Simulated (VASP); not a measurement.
# SrMn4As2 (R-3m) in VASP: further runs, part 2 of 2

VASP 6.6.1. The steps go on from the part before.

## Step 4: Single point, PBE

Contents of INCAR:

```
PREC = Accurate
ENCUT = 520
EDIFF = 1E-7
ISMEAR = 1
SIGMA = 0.005
LREAL = False
LASPH = True
NELM = 80
ALGO = Normal
ISIF = 2
LWAVE = False
LCHARG = True
GGA = PE
LELF = True
LVHAR = True
NBANDS = 45
```

Contents of KPOINTS:

```
Automatic mesh
0
Gamma
  5 5 5
```

Contents of POSCAR:

```
SrMn4As2
1.0
    2.1141010000      3.6617260000      0.0000000000
   -2.1141010000      3.6617260000      0.0000000000
    0.0000000000     -2.4411500000      7.8642040000
Sr As Mn
1 2 4
Direct
    0.0000000000      0.0000000000      0.0000000000
    0.2474000000      0.2474000000      0.7422000000
    0.7526000000      0.7526000000      0.2578000000
    0.1434000000      0.1434000000      0.4302000000
    0.8566000000      0.8566000000      0.5698000000
    0.4385000000      0.4385000000      0.3155000000
    0.5615000000      0.5615000000      0.6845000000
```

Potentials or basis: VASP PAW PBE potentials, release 64 (Sr_sv, As, Mn_pv).

Started as:

```console
$ cat potpaw_PBE.64/Sr_sv/POTCAR potpaw_PBE.64/As/POTCAR potpaw_PBE.64/Mn_pv/POTCAR > POTCAR
$ mpirun -np 1 vasp_std > vasp.out
```

OUTCAR:

```text
PREC = Accurate
   ENCUT = 520
   EDIFF = 1E-7
   ISMEAR = 1
   LREAL = False
   LASPH = True
   NELM = 80
   ISIF = 2
   GGA = PE

 ion  position               nearest neighbor table
   1  0.000  0.000  0.000-   2 3.17   3 3.17   3 3.17   3 3.17   2 3.17   2 3.17   4 3.38   5 3.38
                             6 3.48   7 3.48   7 3.48   6 3.48   7 3.48   6 3.48
   2  0.247  0.247  0.742-   4 2.45   7 2.48   7 2.48   7 2.48   5 2.79   5 2.79   5 2.79   1 3.17
                             1 3.17   1 3.17
   3  0.753  0.753  0.258-   5 2.45   6 2.48   6 2.48   6 2.48   4 2.79   4 2.79   4 2.79   1 3.17
                             1 3.17   1 3.17
   4  0.143  0.143  0.430-   2 2.45   6 2.60   6 2.60   6 2.60   5 2.68   5 2.68   5 2.68   3 2.79
                             3 2.79   3 2.79   7 3.16   7 3.16   7 3.16   1 3.38
   5  0.857  0.857  0.570-   3 2.45   7 2.60   7 2.60   7 2.60   4 2.68   4 2.68   4 2.68   2 2.79
                             2 2.79   2 2.79   6 3.16   6 3.16   6 3.16   1 3.38
   6  0.438  0.438  0.316-   3 2.48   3 2.48   3 2.48   4 2.60   4 2.60   4 2.60   7 2.90   5 3.16
                             5 3.16   5 3.16   1 3.48   1 3.48   1 3.48
   7  0.562  0.562  0.684-   2 2.48   2 2.48   2 2.48   5 2.60   5 2.60   5 2.60   6 2.90   4 3.16
                             4 3.16   4 3.16   1 3.48   1 3.48   1 3.48

  LATTYP: Found a trigonal (rhomboedric) cell.
 ALAT       =     8.2343751046
 COS(alpha) =     0.8681682050

  Lattice vectors:

 A1 = (   2.1141010000,   1.2205760000,   7.8642040000)
 A2 = (  -2.1141010000,   1.2205760000,   7.8642040000)
 A3 = (   0.0000000000,  -2.4411500000,   7.8642040000)

Analysis of symmetry for initial positions (statically):
=====================================================================
 Subroutine PRICEL returns:
 Original cell was already a primitive cell.

 Routine SETGRP: Setting up the symmetry group for a
 trigonal (rhombohedral) supercell.

 Subroutine GETGRP returns: Found 12 space group operations
 (whereof 12 operations were pure point group operations)
 out of a pool of 12 trial point group operations.

The static configuration has the point symmetry D_3d.

Analysis of symmetry for dynamics (positions and initial velocities):
=====================================================================
 Subroutine PRICEL returns:
 Original cell was already a primitive cell.

 Routine SETGRP: Setting up the symmetry group for a
 trigonal (rhombohedral) supercell.

 Subroutine GETGRP returns: Found 12 space group operations
 (whereof 12 operations were pure point group operations)
 out of a pool of 12 trial point group operations.

The dynamic configuration has the point symmetry D_3d.

 Subroutine INISYM returns: Found 12 space group operations
 (whereof 12 operations are pure point group operations),
 and found     1 'primitive' translations

----------------------------------------------------------------------------------------

                                     Primitive cell

  volume of cell :     121.7577

  direct lattice vectors                    reciprocal lattice vectors
     2.114101000  3.661726000  0.000000000     0.236507149  0.136547628  0.042386139
    -2.114101000  3.661726000  0.000000000    -0.236507149  0.136547628  0.042386139
[... 56 lines left out ...]
  0.400000  0.200000  0.000000     12.000000
 -0.400000  0.200000  0.000000     12.000000
[... 11 lines left out ...]
  0.000000  0.000000  0.400000      2.000000
  0.200000  0.000000  0.400000      6.000000
   k-points           NKPTS =     19   k-points in BZ     NKDIM =     19   number of bands    NBANDS=     45
   number of dos      NEDOS =    301   number of ions     NIONS =      7
   total plane-waves  NPLWV =  65536
   dimension x,y,z NGX =    32 NGY =   32 NGZ =   64
   dimension x,y,z NGXF=    64 NGYF=   64 NGZF=  128
   ions per type =               1   2   4
   NGX,Y,Z   is equivalent  to a cutoff of  12.58, 12.58, 12.92 a.u.
   NGXF,Y,Z  is equivalent  to a cutoff of  25.16, 25.16, 25.84 a.u.
 SYSTEM =  unknown system
   PREC   = accura    normal or accurate (medium, high low for compatibility)
   ISTART =      0    job   : 0-new  1-cont  2-samecut
   ICHARG =      2    charge: 1-file 2-atom 10-const
   ISPIN  =      1    spin polarized calculation?
   LNONCOLLINEAR =      F non collinear calculations
   LSORBIT =      F    spin-orbit coupling
   LASPH  =      T    aspherical Exc in radial PAW
   ENCUT  =  520.0 eV  38.22 Ry    6.18 a.u.   7.86  7.86 15.31*2*pi/ulx,y,z
   NELM   =     80;   NELMIN=  2; NELMDL= -5     # of ELM steps
   EDIFF  = 0.1E-06   stopping-criterion for ELM
   LREAL  =      F    real-space projection
   EDIFFG = 0.1E-05   stopping-criterion for IOM
   NSW    =      0    number of steps for IOM
   IBRION =     -1    ionic relax: 0-MD 1-quasi-New 2-CG
   NFREE  =      0    steps in history (QN), initial steepest desc. (CG)
   ISIF   =      2    stress and relaxation
   ISYM   =      2    0-nonsym 1-usesym 2-fastsym
   POTIM  = 0.5000    time-step for ionic-motion
   TEBEG  =    0.0;   TEEND  =   0.0 temperature during run
   PSTRESS=    0.0 pullay stress
   NELECT =      72.0000    total number of electrons
   NUPDOWN=      -1.0000    fix difference up-down
   EMIN   =  10.00;   EMAX   =-10.00  energy-range for DOS
   EFERMI =   0.00;   METHOD = LEGACY
   ISMEAR =     1;   SIGMA  =   0.01  broadening in eV -4-tet -1-fermi 0-gaus
   EFERMI_NEDOS =   21; number of points for ismear=-14 and -15
   IALGO  =     38    algorithm
   IMIX   =      4    mixing-type and parameters
     AMIX     =   0.40;   BMIX     =  1.00
     AMIX_MAG =   1.60;   BMIX_MAG =  1.00
  volume/ion in A,a.u.               =      17.39       117.38
  Fermi-wavevector in a.u.,A,eV,Ry     =   1.374106  2.596684 25.690073  1.888167
  Thomas-Fermi vector in A             =   2.499563
   LORBIT       =      0    0 simple, 1 ext, 2 COOP (PROOUT), +10 PAW based schemes
   GGA     = PE    functional components
   LHFCALC =     F    Hartree Fock is set to
   AEXX    =    0.0000 exact exchange contribution
   IVDW    =     0    specifies the selected vdW correction
   LEPSILON=     F    determine dielectric tensor
   LRPA    =     F    only Hartree local field effects (RPA)
 non-spin polarized calculation
 Methfessel and Paxton  Order N= 1 SIGMA  =   0.01
  energy-cutoff  :      520.00
  volume of cell :      121.76
 maximum number of plane-waves:      3295
   NGX = 15   NGY = 15   NGZ = 31

 number of electron      71.9999996 magnetization

 Free energy of the ion-electron system (eV)
  ---------------------------------------------------
  ext. energy  EPLUGINS =         0.00000000
  ---------------------------------------------------
  free energy    TOTEN  =       -46.78933594 eV

  energy without entropy =      -46.78935167  energy(sigma->0) =      -46.78934118

 E-fermi :   6.3356     XC(G=0): -11.1783

 val. band max:        6.3328824996   @ k =  -0.4000   0.2000   0.2000
 cond. band min:       6.3387070935   @ k =  -0.4000   0.2000   0.0000
 fundamental gap:      0.0058245939
 Fermi energy:         6.3355617533

 k-point     1 :       0.0000    0.0000    0.0000
  band No.  band energies     occupation
      1     -41.7963      2.00000
      2     -41.7963      2.00000
      3     -41.7135      2.00000
      4     -41.7135      2.00000
      5     -41.6029      2.00000
      6     -41.5819      2.00000
[... 901 lines left out ...]
     44       8.3069      0.00000
     45       8.9164      0.00000

------------------------ aborting loop because EDIFF is reached ----------------------------------------

  FORCE on cell =-STRESS in cart. coord.  units (eV):
  Direction    XX          YY          ZZ          XY          YZ          ZX
  --------------------------------------------------------------------------------------
  -------------------------------------------------------------------------------------
  Total      -12.0655374    -12.0655088     -6.3882339      0.0000000     -0.0000005     -0.0000000
  in kB     -158.7672461   -158.7668694    -84.0610967      0.0000000     -0.0000071     -0.0000000
  external PRESSURE =    -133.8650708 kB  Pullay stress =       0.0000000 kB

 VOLUME and BASIS-vectors are now :
 -----------------------------------------------------------------------------
  energy-cutoff  :      520.00
  volume of cell :      121.76
      direct lattice vectors                 reciprocal lattice vectors
     2.114101000  3.661726000  0.000000000     0.236507149  0.136547628  0.042386139
    -2.114101000  3.661726000  0.000000000    -0.236507149  0.136547628  0.042386139
     0.000000000 -2.441150000  7.864204000     0.000000000  0.000000000  0.127158451

 POSITION                                       TOTAL-FORCE (eV/Angst)
 -----------------------------------------------------------------------------------
      0.00000      0.00000      0.00000         0.000000     -0.000000      0.000000
      0.00000      0.00000      5.83681         0.000000     -0.000000     -0.201732
      0.00000      4.88230      2.02739         0.000000      0.000000      0.201732
      0.00000      0.00000      3.38318         0.000000      0.000000      0.149375
      0.00000      4.88230      4.48102         0.000000     -0.000000     -0.149375
      0.00000      2.44115      2.48116         0.000000      0.000000      2.676573
      0.00000      2.44115      5.38305         0.000000     -0.000000     -2.676573
 -----------------------------------------------------------------------------------
    total drift:                               -0.000000     -0.000000      0.000000

  FREE ENERGIE OF THE ION-ELECTRON SYSTEM (eV)
  ---------------------------------------------------
  free  energy   TOTEN  =       -46.7893359419 eV

  energy  without entropy=      -46.7893516652  energy(sigma->0) =      -46.78934118
```

Wall time 3.1 min (1 thread of Intel Xeon Platinum 8175M at 2.50GHz (Skylake/Cascade Lake), shared host); peak memory 0.29 GiB.

What came out:

* Free energy: -46.7893 eV
* Pressure: -13.4 GPa
* Largest force: 2.677 eV/Å
* Band gap on the k mesh: zero (band 36 reaches 6.61 eV, above the bottom of band 37 at 6.28 eV)

Forces in eV/Å, atoms in the order of the input:
```
Sr   0.000  0.000  0.000
As   0.000  0.000 -0.202
As   0.000  0.000  0.202
Mn   0.000  0.000  0.149
Mn   0.000  0.000 -0.149
Mn   0.000  0.000  2.677
Mn   0.000  0.000 -2.677
```

Caveat: forces of over 1 eV/Å act on the atoms, so gaps and moduli don't describe the material at rest.
